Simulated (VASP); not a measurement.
# CO2 (Pbca) in VASP: a series of runs

The runs below take CO2 through single point, with PBE.

All numbers are computed with VASP 6.6.1; they aren't measurements. Logs are shortened: lines on timing, memory, paths and dates and some standing lists are left out, and cuts for length are marked.

## Step 1: The cell of the first run

It takes space group Pbca (No. 61, orthorhombic). The conventional cell has a = 6.255 Å, b = 6.255 Å, c = 6.408 Å, α = 90.00°, β = 90.00°, γ = 90.00°. Within 1.6 Å of C (site symmetry -1) lie 2 O at 1.22 Å. O (site symmetry 1) has 1 C at 1.22 Å within 1.6 Å.

## Step 2: Single point, PBE (20.90 Å³/atom)

The input, INCAR:

```
SYSTEM = CO2
  PREC = Accurate
  ENCUT = 520
  EDIFF = 1E-6
  ISMEAR = 0
  SIGMA = 0.05
  LREAL = .FALSE.
  LASPH = .TRUE.
  NELM = 100
  ALGO = Normal
  ISIF = 2
  LWAVE = .FALSE.
  LCHARG = .FALSE.
  GGA = PE
  NBANDS = 44
```

The input, KPOINTS:

```
regular mesh
0
G
  4 4 4
  0 0 0
```

The input, POSCAR:

```
CO2
1.0
    6.2554459886      0.0000000000      0.0000000000
    0.0000000000      6.2554459886      0.0000000000
    0.0000000000      0.0000000000      6.4080788707
C O
4 8
Direct
    0.0000000000      0.0000000000      0.0000000000
    0.5000000000      0.0000000000      0.5000000000
    0.5000000000      0.5000000000      0.0000000000
    0.0000000000      0.5000000000      0.5000000000
    0.1114834447      0.1114834447      0.1114834447
    0.3885165553      0.8885165553      0.6114834447
    0.6114834447      0.3885165553      0.8885165553
    0.8885165553      0.6114834447      0.3885165553
    0.8885165553      0.8885165553      0.8885165553
    0.6114834447      0.1114834447      0.3885165553
    0.3885165553      0.6114834447      0.1114834447
    0.1114834447      0.3885165553      0.6114834447
```

Potentials or basis: VASP PAW PBE potentials, release 64 (C, O).

Started as:

```
cat potpaw_PBE.64/C/POTCAR potpaw_PBE.64/O/POTCAR > POTCAR
mpirun -np 1 vasp_std > vasp.out
```

OUTCAR:

```text
SYSTEM = CO2
   PREC = Accurate
   ENCUT = 520
   EDIFF = 1E-6
   ISMEAR = 0
   LREAL = .FALSE.
   LASPH = .TRUE.
   NELM = 100
   ISIF = 2
   GGA = PE

 ion  position               nearest neighbor table
   1  0.000  0.000  0.000-   5 1.22   9 1.22
   2  0.500  0.000  0.500-   6 1.22  10 1.22
   3  0.500  0.500  0.000-   7 1.22  11 1.22
   4  0.000  0.500  0.500-   8 1.22  12 1.22
   5  0.111  0.111  0.111-   1 1.22
   6  0.389  0.889  0.611-   2 1.22
   7  0.611  0.389  0.889-   3 1.22
   8  0.889  0.611  0.389-   4 1.22
   9  0.889  0.889  0.889-   1 1.22
  10  0.611  0.111  0.389-   2 1.22
  11  0.389  0.611  0.111-   3 1.22
  12  0.111  0.389  0.611-   4 1.22

  LATTYP: Found a simple tetragonal cell.
 ALAT       =     6.2554459886
 C/A-ratio  =     1.0244000000

  Lattice vectors:

 A1 = (   6.2554459886,   0.0000000000,   0.0000000000)
 A2 = (   0.0000000000,   6.2554459886,   0.0000000000)
 A3 = (   0.0000000000,   0.0000000000,   6.4080788707)

Analysis of symmetry for initial positions (statically):
=====================================================================
 Subroutine PRICEL returns:
 Original cell was already a primitive cell.

 Routine SETGRP: Setting up the symmetry group for a
 simple tetragonal supercell.

 Subroutine GETGRP returns: Found  8 space group operations
 (whereof  2 operations were pure point group operations)
 out of a pool of 16 trial point group operations.

The static configuration has the point symmetry S_2 .
 The point group associated with its full space group is D_2h.

Analysis of symmetry for dynamics (positions and initial velocities):
=====================================================================
 Subroutine PRICEL returns:
 Original cell was already a primitive cell.

 Routine SETGRP: Setting up the symmetry group for a
 simple tetragonal supercell.

 Subroutine GETGRP returns: Found  8 space group operations
 (whereof  2 operations were pure point group operations)
 out of a pool of 16 trial point group operations.

The dynamic configuration has the point symmetry S_2 .
 The point group associated with its full space group is D_2h.

 Subroutine INISYM returns: Found  8 space group operations
 (whereof  2 operations are pure point group operations),
[... 111 lines left out ...]
   LNONCOLLINEAR =      F non collinear calculations
   LSORBIT =      F    spin-orbit coupling
   LASPH  =      T    aspherical Exc in radial PAW
   ENCUT  =  520.0 eV  38.22 Ry    6.18 a.u.  11.63 11.63 11.91*2*pi/ulx,y,z
   NELM   =    100;   NELMIN=  2; NELMDL= -5     # of ELM steps
   EDIFF  = 0.1E-05   stopping-criterion for ELM
   LREAL  =      F    real-space projection
[... 7 lines left out ...]
   TEBEG  =    0.0;   TEEND  =   0.0 temperature during run
   PSTRESS=    0.0 pullay stress
   NELECT =      64.0000    total number of electrons
   NUPDOWN=      -1.0000    fix difference up-down
   EMIN   =  10.00;   EMAX   =-10.00  energy-range for DOS
   EFERMI =   0.00;   METHOD = LEGACY
   ISMEAR =     0;   SIGMA  =   0.05  broadening in eV -4-tet -1-fermi 0-gaus
   EFERMI_NEDOS =   21; number of points for ismear=-14 and -15
   IALGO  =     38    algorithm
   IMIX   =      4    mixing-type and parameters
     AMIX     =   0.40;   BMIX     =  1.00
     AMIX_MAG =   1.60;   BMIX_MAG =  1.00
  volume/ion in A,a.u.               =      20.90       141.01
  Fermi-wavevector in a.u.,A,eV,Ry     =   1.038453  1.962391 14.672303  1.078384
  Thomas-Fermi vector in A             =   2.172938
   LORBIT       =      0    0 simple, 1 ext, 2 COOP (PROOUT), +10 PAW based schemes
   GGA     = PE    functional components
   LHFCALC =     F    Hartree Fock is set to
   AEXX    =    0.0000 exact exchange contribution
   IVDW    =     0    specifies the selected vdW correction
   LEPSILON=     F    determine dielectric tensor
   LRPA    =     F    only Hartree local field effects (RPA)
 non-spin polarized calculation
 Gauss-broadening in eV      SIGMA  =   0.05
  energy-cutoff  :      520.00
  volume of cell :      250.75
 maximum number of plane-waves:      6796
 NGX is ok and might be reduce to    48
   NGX = 23   NGY = 23   NGZ = 23

 number of electron      63.9999994 magnetization

 Free energy of the ion-electron system (eV)
  ---------------------------------------------------
  ext. energy  EPLUGINS =         0.00000000
  ---------------------------------------------------
  free energy    TOTEN  =       -91.61692731 eV

  energy without entropy =      -91.61692731  energy(sigma->0) =      -91.61692731

 E-fermi :  -5.0190     XC(G=0):  -6.4790

 val. band max:       -5.2342717188   @ k =   0.0000   0.0000   0.0000
 cond. band min:       0.9935460188   @ k =   0.0000   0.0000   0.0000
 fundamental gap:      6.2278177376
 Fermi energy:        -5.0189799059

 k-point     1 :       0.0000    0.0000    0.0000
  band No.  band energies     occupation
      1     -25.0308      2.00000
      2     -24.9697      2.00000
      3     -24.9660      2.00000
      4     -24.9655      2.00000
      5     -23.9964      2.00000
      6     -23.9933      2.00000
[... 1117 lines left out ...]
     43       3.8521      0.00000
     44       3.8521      0.00000

 [... further k-points ...]
[... 5 lines left out ...]
  --------------------------------------------------------------------------------------
  -------------------------------------------------------------------------------------
  Total      -12.2299350    -12.2270348    -12.8881151      0.0000000      0.0000000      0.0000000
  in kB      -78.1430440    -78.1245136    -82.3484794      0.0000000      0.0000000      0.0000000
  external PRESSURE =     -79.5386790 kB  Pullay stress =       0.0000000 kB

 VOLUME and BASIS-vectors are now :
 -----------------------------------------------------------------------------
  energy-cutoff  :      520.00
  volume of cell :      250.75
      direct lattice vectors                 reciprocal lattice vectors
     6.255445989  0.000000000  0.000000000     0.159860704  0.000000000  0.000000000
     0.000000000  6.255445989  0.000000000     0.000000000  0.159860704  0.000000000
     0.000000000  0.000000000  6.408078871     0.000000000  0.000000000  0.156053011

 POSITION                                       TOTAL-FORCE (eV/Angst)
 -----------------------------------------------------------------------------------
      0.00000      0.00000      0.00000        -0.000000      0.000000      0.000000
      3.12772      0.00000      3.20404        -0.000000      0.000000      0.000000
      3.12772      3.12772      0.00000        -0.000000      0.000000      0.000000
      0.00000      3.12772      3.20404        -0.000000      0.000000      0.000000
      0.69738      0.69738      0.71439        -2.108797     -2.106801     -2.162989
      2.43034      5.55807      3.91843         2.108797      2.106801     -2.162989
      3.82510      2.43034      5.69368        -2.108797      2.106801      2.162989
      5.55807      3.82510      2.48964         2.108797     -2.106801      2.162989
      5.55807      5.55807      5.69368         2.108797      2.106801      2.162989
      3.82510      0.69738      2.48964        -2.108797     -2.106801      2.162989
      2.43034      3.82510      0.71439         2.108797     -2.106801     -2.162989
      0.69738      2.43034      3.91843        -2.108797      2.106801     -2.162989
 -----------------------------------------------------------------------------------
    total drift:                                0.000000      0.000000      0.000000

  FREE ENERGIE OF THE ION-ELECTRON SYSTEM (eV)
  ---------------------------------------------------
  free  energy   TOTEN  =       -91.6169273060 eV

  energy  without entropy=      -91.6169273060  energy(sigma->0) =      -91.61692731
```

OSZICAR:

```text
N       E                     dE             d eps       ncg     rms          rms(c)
DAV:   1     0.447938815289E+03    0.44794E+03   -0.31081E+04  2392   0.127E+03
DAV:   2    -0.551889109898E+02   -0.50313E+03   -0.48932E+03  3160   0.302E+02
DAV:   3    -0.967098589818E+02   -0.41521E+02   -0.41211E+02  2816   0.930E+01
DAV:   4    -0.973378020224E+02   -0.62794E+00   -0.62379E+00  2756   0.125E+01
DAV:   5    -0.973498873683E+02   -0.12085E-01   -0.12080E-01  2716   0.168E+00    0.178E+01
DAV:   6    -0.921157865027E+02    0.52341E+01   -0.18513E+01  2732   0.226E+01    0.833E+00
DAV:   7    -0.917356822356E+02    0.38010E+00   -0.13115E+00  2708   0.635E+00    0.468E+00
DAV:   8    -0.916310773490E+02    0.10460E+00   -0.64771E-01  2676   0.357E+00    0.999E-01
DAV:   9    -0.916159642901E+02    0.15113E-01   -0.42902E-02  2516   0.118E+00    0.380E-01
DAV:  10    -0.916166547707E+02   -0.69048E-03   -0.11236E-02  2768   0.473E-01    0.751E-02
DAV:  11    -0.916168788212E+02   -0.22405E-03   -0.24887E-04  2592   0.892E-02    0.295E-02
DAV:  12    -0.916169269846E+02   -0.48163E-04   -0.45431E-05  2740   0.374E-02    0.478E-03
DAV:  13    -0.916169273060E+02   -0.32136E-06   -0.14898E-06  1912   0.641E-03
   1 F= -.91616927E+02 E0= -.91616927E+02  d E =-.510723E-11
```

Run time: 2 min. Hardware: 1 thread of Intel Xeon 6975P-C (Granite Rapids), shared host; peak memory 0.43 GiB.

What came out:

```yaml
Free_energy: -91.6169 eV
Pressure: -8.0 GPa
Largest_force: 3.683 eV/Å
Band_gap_on_the_k_mesh: 6.23 eV
```

Forces on the atoms (eV/Å):
```
C    0.000  0.000  0.000
C    0.000  0.000  0.000
C    0.000  0.000  0.000
C    0.000  0.000  0.000
O   -2.109 -2.107 -2.163
O    2.109  2.107 -2.163
O   -2.109  2.107  2.163
O    2.109 -2.107  2.163
O    2.109  2.107  2.163
O   -2.109 -2.107  2.163
O    2.109 -2.107 -2.163
O   -2.109  2.107 -2.163
```

Stress tensor (GPa, compression positive):
```
-7.81  0.00  0.00
 0.00 -7.81  0.00
 0.00  0.00 -8.23
```

Levels at points of the mesh, in eV from the valence-band top:
```csv
k point,band 28,band 29,band 30,band 31,band 32,band 33,band 34,band 35,band 36,band 37
"(0.00, 0.00, 0.00)",-0.10,-0.10,-0.09,-0.03,0.00,6.23,7.43,7.45,7.46,7.56
"(0.50, 0.00, 0.00)",-0.16,-0.14,-0.14,-0.05,-0.05,7.41,7.41,7.43,7.43,7.57
"(0.00, 0.50, 0.00)",-0.16,-0.14,-0.14,-0.05,-0.05,7.41,7.41,7.41,7.41,7.58
"(0.50, 0.50, 0.00)",-0.16,-0.14,-0.14,-0.14,-0.14,7.41,7.41,7.41,7.41,7.78
"(0.00, 0.00, 0.50)",-0.17,-0.15,-0.15,-0.04,-0.04,7.36,7.36,7.42,7.42,7.57
"(0.50, 0.00, 0.50)",-0.16,-0.14,-0.14,-0.14,-0.14,7.42,7.42,7.42,7.42,7.77
"(0.00, 0.50, 0.50)",-0.15,-0.14,-0.14,-0.14,-0.14,7.41,7.41,7.41,7.41,7.77
"(0.50, 0.50, 0.50)",-0.16,-0.14,-0.14,-0.14,-0.14,7.42,7.42,7.42,7.42,7.89
```

Caveat: the cell stands under tension; this functional lacks dispersion, which holds the molecules together, so the pressure and a relaxed volume are unreliable; forces of over 1 eV/Å act on the atoms, so gaps and moduli don't describe the material at rest. A k mesh can miss the band edges.

## Step 3: Single point, PBE (20.30 Å³/atom)

This run uses another cell than the first one, of 20.30 Å³/atom.

The input, INCAR:

```
PREC = Accurate ; ENCUT = 520
EDIFF = 1E-7 ; ISMEAR = 0
SIGMA = 0.05 ; LREAL = F
LASPH = T ; NELM = 60
ALGO = Normal ; ISIF = 2
LWAVE = F ; LCHARG = F
GGA = PE ; NBANDS = 44
```

The input, KPOINTS:

```
Automatic mesh
0
Gamma
  4 4 4
```

POSCAR, as its differences from that of step 2:

```diff
@@ -2,5 +2,5 @@
 1.0
-    6.2554459886      0.0000000000      0.0000000000
-    0.0000000000      6.2554459886      0.0000000000
-    0.0000000000      0.0000000000      6.4080788707
+    6.2960410718      0.0000000000      0.0000000000
+    0.0000000000      6.2960410718      0.0000000000
+    0.0000000000      0.0000000000      6.1461952943
 C O
```

Potentials or basis: VASP PAW PBE potentials, release 64 (C, O).

Started as:

```
cat potpaw_PBE.64/C/POTCAR potpaw_PBE.64/O/POTCAR > POTCAR
mpirun -np 1 vasp_std > vasp.out
```

OUTCAR:

```text
PREC = Accurate
   ENCUT = 520
   EDIFF = 1E-7
   ISMEAR = 0
   LREAL = F
   LASPH = T
   NELM = 60
   ISIF = 2
   GGA = PE

 ion  position               nearest neighbor table
   1  0.000  0.000  0.000-   5 1.21   9 1.21
   2  0.500  0.000  0.500-   6 1.21  10 1.21
   3  0.500  0.500  0.000-   7 1.21  11 1.21
   4  0.000  0.500  0.500-   8 1.21  12 1.21
   5  0.111  0.111  0.111-   1 1.21
   6  0.389  0.889  0.611-   2 1.21
[... 1358 lines left out ...]
  in kB      -62.7241291    -62.7045872    -59.3736327      0.0000000      0.0000000      0.0000000
  external PRESSURE =     -61.6007830 kB  Pullay stress =       0.0000000 kB

 VOLUME and BASIS-vectors are now :
 -----------------------------------------------------------------------------
  energy-cutoff  :      520.00
  volume of cell :      243.64
      direct lattice vectors                 reciprocal lattice vectors
     6.296041072  0.000000000  0.000000000     0.158829968  0.000000000  0.000000000
     0.000000000  6.296041072  0.000000000     0.000000000  0.158829968  0.000000000
     0.000000000  0.000000000  6.146195294     0.000000000  0.000000000  0.162702282

 POSITION                                       TOTAL-FORCE (eV/Angst)
 -----------------------------------------------------------------------------------
      0.00000      0.00000      0.00000        -0.000000      0.000000     -0.000000
      3.14802      0.00000      3.07310        -0.000000      0.000000     -0.000000
      3.14802      3.14802      0.00000        -0.000000      0.000000     -0.000000
      0.00000      3.14802      3.07310        -0.000000      0.000000     -0.000000
      0.70190      0.70190      0.68520        -1.611870     -1.614015     -1.570647
      2.44612      5.59414      3.75830         1.611870      1.614015     -1.570647
      3.84992      2.44612      5.46100        -1.611870      1.614015      1.570647
      5.59414      3.84992      2.38790         1.611870     -1.614015      1.570647
      5.59414      5.59414      5.46100         1.611870      1.614015      1.570647
      3.84992      0.70190      2.38790        -1.611870     -1.614015      1.570647
      2.44612      3.84992      0.68520         1.611870     -1.614015     -1.570647
      0.70190      2.44612      3.75830        -1.611870      1.614015     -1.570647
 -----------------------------------------------------------------------------------
    total drift:                               -0.000000      0.000000      0.000000

  FREE ENERGIE OF THE ION-ELECTRON SYSTEM (eV)
  ---------------------------------------------------
  free  energy   TOTEN  =       -91.9240305185 eV

  energy  without entropy=      -91.9240305185  energy(sigma->0) =      -91.92403052
```

Wall time 5.7 min (1 thread of Intel Xeon Platinum 8375C at 2.90GHz (Ice Lake), shared host); peak memory 0.42 GiB.

Results:

| Property | Result |
| --- | --- |
| Free energy | -91.9240 eV |
| Pressure | -6.2 GPa |
| Largest force | 2.769 eV/Å |
| Band gap on the k mesh | 6.32 eV |

Forces on the atoms (eV/Å):
```
C    0.000  0.000  0.000
C    0.000  0.000  0.000
C    0.000  0.000  0.000
C    0.000  0.000  0.000
O   -1.612 -1.614 -1.571
O    1.612  1.614 -1.571
O   -1.612  1.614  1.571
O    1.612 -1.614  1.571
O    1.612  1.614  1.571
O   -1.612 -1.614  1.571
O    1.612 -1.614 -1.571
O   -1.612  1.614 -1.571
```

Caveat: the cell stands under tension; this functional lacks dispersion, which holds the molecules together, so the pressure and a relaxed volume are unreliable; forces of over 1 eV/Å act on the atoms, so gaps and moduli don't describe the material at rest. A k mesh can miss the band edges.
